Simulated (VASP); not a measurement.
C:

```
C
1.0
     1.89194   -3.20649    0.00000
     1.89194    3.20649    0.00000
     0.00000    0.00000    3.78892
C
4
Cartesian
  1.8919 2.2285 0.2974
  1.8919 -0.9780 1.5970
  1.8919 -2.2285 3.4915
  1.8919 0.9780 2.1919
```

| Item | Value |
| --- | --- |
| Program | VASP 6.6.1 |
| Task | relaxation of cell and atoms |
| Functional | PBEsol |
| Potentials or basis | VASP PAW PBE potentials, release 64 (C) |
| Cutoff | 600 eV |
| k mesh | 6 × 6 × 4 |
| Occupations | gaussian, width 0.1 eV |
| Spin | no spin polarisation |

At the start: pressure -38.6 GPa; volume 11.49 Å³/atom.

Q: How do energy, volume and symmetry change on relaxing?

A: Over 29 steps the energy falls by 4336.9 meV/atom and the volume is 7.56 Å³/atom (-34.2 %); space group Fmmm (No. 69, to 0.05 Å).

The path:
```csv
step,energy change (eV),largest force (eV/Å),pressure (GPa),volume (Å³)
1,0.0000,0.3764,-38.60,45.97
2,-3.8845,1.3246,-31.61,29.88
3,-4.9096,2.2119,17.54,22.27
4,-4.9177,2.0843,2.06,23.47
5,-3.9057,10.1413,133.70,19.10
6,-5.6670,1.2423,28.43,21.57
7,-5.6796,1.4783,33.35,21.37
8,-8.1192,3.5079,22.74,21.74
9,-8.8947,6.4444,43.87,21.64
10,-9.3474,6.5396,43.25,22.02
11,-9.8497,6.8575,58.95,22.82
12,-10.8169,6.6095,48.19,23.45
13,-13.0429,5.4829,24.75,25.36
14,-14.1705,5.1599,15.65,29.34
15,-14.2940,4.7213,14.41,28.35
16,-15.4554,3.5864,-6.59,29.75
17,-16.5707,1.2778,-32.72,32.53
18,-16.6214,0.8747,-36.98,33.22
19,-17.2791,0.8097,-13.31,31.57
20,-17.3040,1.0493,-7.21,31.23
21,-17.3341,0.6003,-1.84,30.78
22,-17.3387,0.1696,-3.54,30.91
23,-17.3429,0.0529,-1.03,30.67
24,-17.3433,0.0011,0.11,30.57
25,-17.3452,0.0240,-0.07,30.50
26,-17.3472,0.1064,-0.50,30.32
27,-17.3475,0.1008,-0.01,30.22
28,-17.3477,0.0233,-0.19,30.26
29,-17.3477,0.0164,0.16,30.23
```

Final structure:
```xyz
4
Lattice="2.8921 -2.1274 0.0000 2.8921 2.1274 0.0000 0.0000 0.0000 2.4566" Properties=species:S:1:pos:R:3 pbc="T T T"
C     2.8921    1.4179    0.0000
C     2.8921   -0.7095    1.2283
C     2.8921   -1.4179    2.4566
C     2.8921    0.7095    1.2283
```

Caveat: the k points lie up to 0.64 Å⁻¹ apart in the final cell; the volume moved by over 15 % at a fixed basis, so the end points are rough; the PAW data sets were made with another functional, which shifts forces and pressure a little.
